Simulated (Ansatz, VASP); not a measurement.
# Two plane-wave programs on AlGaN2

The input INCAR:

```
SYSTEM = AlGaN2
  PREC = Accurate
  ENCUT = 520
  EDIFF = 1E-6
  ISMEAR = 0
  SIGMA = 0.05
  LREAL = .FALSE.
  LASPH = .TRUE.
  NELM = 60
  ALGO = Normal
  ISIF = 2
  LWAVE = .FALSE.
  LCHARG = .TRUE.
  GGA = CA
  LELF = .TRUE.
  LVHAR = .TRUE.
  NBANDS = 21
```

The input KPOINTS:

```
Automatic mesh
0
G
  8 8 6
  0 0 0
```

Contents of POSCAR:

```
AlGaN2
1.0
    3.1879902044      0.0000000000      0.0000000000
    0.0000000000      3.1879902044      0.0000000000
    0.0000000000      0.0000000000      4.2911228018
Al Ga N
1 1 2
Direct
    0.5000000000      0.5000000000      0.5000000000
    0.0000000000      0.0000000000      0.0000000000
    0.5000000000      0.0000000000      0.7382648100
    0.0000000000      0.5000000000      0.2617351900
```

Input for Ansatz:

```yaml
crystal:
  lattice:
    - [3.1879902044, 0.0, 0.0]
    - [0.0, 3.1879902044, 0.0]
    - [0.0, 0.0, 4.2911228018]
  atoms:
    - { symbol: Al, position: [0.5, 0.5, 0.5] }
    - { symbol: Ga, position: [0.0, 0.0, 0.0] }
    - { symbol: "N", position: [0.5, 0.0, 0.73826481] }
    - { symbol: "N", position: [0.0, 0.5, 0.26173519] }
basis:
  ecutwfc: 420
kpoints:
  mp_grid: { grid: [8, 8, 6] }
hamiltonian:
  xc: lda
scf:
  occupations: { method: gaussian, width: 0.05 }
output:
  forces: true
  stress: true
  eigenvalues: true
```

Change from the starting cell: strain +0.015 along x and y, -0.030 along z, atoms carried along.

Alike in both runs: task single point; functional LDA; k mesh 8 × 8 × 6; occupations gaussian, width 0.05 eV; no spin polarisation.

|  | VASP | Ansatz |
| --- | --- | --- |
| version | VASP 6.6.1 | Ansatz 0.2.0 |
| potentials or method | VASP PAW LDA potentials, release 64 (Al, Ga_d, N), cutoff 520 eV | scalar-relativistic, plane waves, PAW |
| valence electrons in the cell | 26 | 26 |

```tsv
	VASP	Ansatz	Ansatz less VASP
gap on the k mesh at the Fermi level (eV)	2.92	2.91	-0.011
least direct gap on the mesh (eV)	2.92	2.91	-0.011
pressure (GPa)	-4.3	-5.1	-0.78
traceless stress, the component that is largest in VASP (GPa)	3.48	3.50	+0.024
rms of the force components (eV/Å)	0.034	0.045	+0.0109
```

LDA's correlation is that of Perdew and Zunger in VASP and of Perdew and Wang (1992) in Ansatz. Atom by atom the forces differ by 0.011 eV/Å (rms over components).
